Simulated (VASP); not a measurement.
A run of VASP 6.6.1 is set up as follows.

Contents of INCAR:

```
ALGO = Normal
EDIFF = 1E-6
ENCUT = 520
GGA = PS
ISIF = 2
ISMEAR = -1
LASPH = T
LCHARG = F
LREAL = F
LWAVE = F
NBANDS = 16
NELM = 100
PREC = Accurate
SIGMA = 0.03
```

File KPOINTS:

```
k-points
0
Gamma
  11 11 11
```

POSCAR

```
InP
1.0
    0.0000000000      2.7693500000      2.8550000000
    2.7693500000      0.0000000000      2.8550000000
    2.7693500000      2.7693500000      0.0000000000
In P
1 1
Direct
    0.0000000000      0.0000000000      0.0000000000
    0.5000000000      0.5000000000      0.5000000000
```

Potentials or basis: VASP PAW PBE potentials, release 64 (In_d, P).

Launch:

```sh
$ cat potpaw_PBE.64/In_d/POTCAR potpaw_PBE.64/P/POTCAR > POTCAR
$ mpirun -np 1 vasp_std > vasp.out
```

Problem. Predict the band gap on the k mesh.

Solution. Zero (band 9 reaches 6.91 eV, above the bottom of band 10 at 4.41 eV).

Problem. What does it give for the pressure?

Solution. -5.1 GPa.

Stress tensor (GPa, compression positive):
```
-4.11  0.00  0.00
 0.00 -4.11  0.00
 0.00  0.00 -7.20
```

Caveat: the cell differs from its parent crystal (equal xx and yy strain of -3 %); the PAW data sets were made with another functional, which shifts forces and pressure a little; spin-orbit coupling is left out, which moves the levels of the heavy elements.
